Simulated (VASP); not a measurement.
The system is Ti4C3.

```
CELL_PARAMETERS angstrom
4.38600 0.00000 0.00000
0.00000 4.38600 0.00000
0.00000 0.00000 4.38600
ATOMIC_POSITIONS crystal
Ti 0.50000 0.00000 0.00000
Ti 0.00000 0.50000 0.00000
Ti 0.00000 0.00000 0.50000
Ti 0.50000 0.50000 0.50000
C 0.00000 0.50000 0.50000
C 0.50000 0.00000 0.50000
C 0.50000 0.50000 0.00000
```

```yaml
Program: VASP 6.6.1
Task: relaxation of cell and atoms
Functional: PBE
Potentials_or_basis: VASP PAW PBE potentials, release 64 (Ti_sv, C)
Cutoff: 600 eV
k_mesh: 4 × 4 × 4
Occupations: gaussian, width 0.1 eV
Spin: no spin polarisation
```

At the start: pressure -10.3 GPa; volume 12.05 Å³/atom.

How do energy, volume and symmetry change on relaxing?

Over 3 steps the energy falls by 20.6 meV/atom and the volume is 11.44 Å³/atom (-5.1 %); space group Pm-3m (No. 221, to 0.05 Å).

The path:
| step | energy change (eV) | largest force (eV/Å) | pressure (GPa) | volume (Å³) |
| --- | --- | --- | --- | --- |
| 1 | 0.0000 | 0.0000 | -10.26 | 84.37 |
| 2 | 0.0685 | 0.0000 | 15.33 | 75.29 |
| 3 | -0.1445 | 0.0000 | -0.11 | 80.09 |

Final structure:
```yaml
crystal:
  lattice:
    - [4.31045, 0.00000, 0.00000]
    - [0.00000, 4.31045, 0.00000]
    - [0.00000, 0.00000, 4.31045]
  atoms:
    - { symbol: Ti, position: [0.50000, 0.00000, 0.00000] }
    - { symbol: Ti, position: [0.00000, 0.50000, 0.00000] }
    - { symbol: Ti, position: [0.00000, 0.00000, 0.50000] }
    - { symbol: Ti, position: [0.50000, 0.50000, 0.50000] }
    - { symbol: C, position: [0.00000, 0.50000, 0.50000] }
    - { symbol: C, position: [0.50000, 0.00000, 0.50000] }
    - { symbol: C, position: [0.50000, 0.50000, 0.00000] }
```
